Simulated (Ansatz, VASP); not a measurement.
**C: VASP beside Ansatz**

INCAR

```
SYSTEM = C
  ALGO = Normal
  EDIFF = 1E-6
  ENCUT = 910
  GGA = CA
  GGA_COMPAT = .False.
  ISIF = 2
  ISMEAR = 0
  LASPH = .True.
  LCHARG = .True.
  LELF = .True.
  LREAL = .False.
  LVHAR = .True.
  LWAVE = .False.
  NBANDS = 11
  NELM = 120
  PREC = Accurate
  SIGMA = 0.1
```

KPOINTS

```
k-points
0
Gamma
  8 8 8
  0 0 0
```

The input POSCAR:

```
C
1.0
    0.0000000000      1.7834000000      1.7834000000
    1.7834000000      0.0000000000      1.7834000000
    1.7834000000      1.7834000000      0.0000000000
C
2
Direct
    0.5000000000      0.5000000000      0.5000000000
    0.7500000000      0.7500000000      0.7500000000
```

Input for Ansatz:

```yaml
crystal:
  lattice:
    - [0.0, 1.7834, 1.7834]
    - [1.7834, 0.0, 1.7834]
    - [1.7834, 1.7834, 0.0]
  atoms:
    - { symbol: C, position: [0.5, 0.5, 0.5] }
    - { symbol: C, position: [0.75, 0.75, 0.75] }
basis:
  ecutwfc: 600.0
kpoints:
  mp_grid: { grid: [8, 8, 8] }
hamiltonian:
  xc: lda
  pseudopotentials: { kind: paw, azcp: { folder: soft_1 } }
scf:
  occupations: { method: gaussian, width: 0.1 }
output:
  forces: true
  stress: true
  eigenvalues: true
```

Alike in both runs: task single point; functional LDA; k mesh 8 × 8 × 8; occupations gaussian, width 0.1 eV; no spin polarisation.

|  | VASP | Ansatz |
| --- | --- | --- |
| version | VASP 6.6.1 | Ansatz 0.2.0 |
| potentials or method | VASP PAW LDA potentials, release 64 (C_h), cutoff 910 eV | scalar-relativistic, plane waves, PAW |
| valence electrons in the cell | 8 | 8 |

|  | VASP | Ansatz | Ansatz less VASP |
| --- | --- | --- | --- |
| gap on the k mesh at the Fermi level (eV) | 4.10 | 4.11 | +0.008 |
| least direct gap on the mesh (eV) | 5.54 | 5.54 | -0.002 |

Ansatz warns that its potentials were made for another functional, while VASP's fit it. LDA's correlation is that of Perdew and Zunger in VASP and of Perdew and Wang (1992) in Ansatz.

Noted on VASP's run: the cutoff is short for stress, so the pressure is rough.
